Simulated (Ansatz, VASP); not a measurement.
# Two plane-wave programs on P

The input POSCAR:

```
P
1.0
   12.0000000000      0.0000000000      0.0000000000
    0.0000000000     12.5000000000      0.0000000000
    0.0000000000      0.0000000000     13.0000000000
P
4
Direct
    0.5647290013      0.5621403193      0.5597504172
    0.5647290013      0.4378596807      0.4402495828
    0.4352709987      0.5621403193      0.4402495828
    0.4352709987      0.4378596807      0.5597504172
```

Contents of INCAR.step1:

```
ALGO     = Normal         # electronic algorithm
EDIFF    = 1E-5           # SCF threshold, eV
ENCUT    = 440            # plane-wave cutoff, eV
GGA      = PE             # functional
GGA_COMPAT= F            
ISMEAR   = 0              # smearing method
LASPH    = T              # aspherical terms in the spheres
LCHARG   = F              # write CHGCAR
LREAL    = F              # projectors in reciprocal space
LWAVE    = T              # write WAVECAR
NBANDS   = 18             # bands
NELM     = 120            # most SCF steps
NELMDL   = -8           
PREC     = Accurate       # precision mode
SIGMA    = 0.01           # smearing width, eV
```

INCAR.step2

```
ALGO     = Normal         # electronic algorithm
EDIFF    = 1E-6           # SCF threshold, eV
ENCUT    = 440            # plane-wave cutoff, eV
GGA_COMPAT= F            
ISIF     = 2              # what is computed and relaxed
ISMEAR   = 0              # smearing method
ISTART   = 1            
LASPH    = T              # aspherical terms in the spheres
LCHARG   = F              # write CHGCAR
LMIXTAU  = T            
LREAL    = F              # projectors in reciprocal space
LWAVE    = F              # write WAVECAR
METAGGA  = R2SCAN         # meta-GGA
NBANDS   = 18             # bands
NELM     = 120            # most SCF steps
PREC     = Accurate       # precision mode
SIGMA    = 0.01           # smearing width, eV
```

Contents of KPOINTS:

```
k-points
0
Gamma
  1 1 1
```

Input for Ansatz:

```yaml
crystal:
  lattice:
    - [12.0, 0.0, 0.0]
    - [0.0, 12.5, 0.0]
    - [0.0, 0.0, 13.0]
  atoms:
    - { symbol: P, position: [0.5647290013, 0.5621403193, 0.5597504172] }
    - { symbol: P, position: [0.5647290013, 0.4378596807, 0.4402495828] }
    - { symbol: P, position: [0.4352709987, 0.5621403193, 0.4402495828] }
    - { symbol: P, position: [0.4352709987, 0.4378596807, 0.5597504172] }
basis:
  ecutwfc: 500
kpoints:
  mp_grid: { grid: [1, 1, 1] }
hamiltonian:
  xc: r2scan
  pseudopotentials: { kind: paw, azcp: { folder: soft_1 } }
scf:
  occupations: { method: gaussian, width: 0.01 }
output:
  forces: true
  stress: true
  eigenvalues: true
```

Alike in both runs: task single point; functional r2SCAN; k mesh 1 × 1 × 1; occupations gaussian, width 0.01 eV; no spin polarisation.

|  | VASP | Ansatz |
| --- | --- | --- |
| version | VASP 6.6.1 | Ansatz 0.2.0 |
| potentials or method | VASP PAW PBE potentials, release 64 (P), cutoff 440 eV | scalar-relativistic, plane waves, PAW |
| valence electrons in the cell | 20 | 20 |

|  | VASP | Ansatz | Ansatz less VASP |
| --- | --- | --- | --- |
| gap on the k mesh at the Fermi level (eV) | 5.37 | 5.37 | +0.004 |
| rms of the force components (eV/Å) | 0.265 | 0.124 | -0.1415 |

VASP's potentials were made for PBE, not for r2SCAN. Atom by atom the forces differ by 0.141 eV/Å (rms over components).
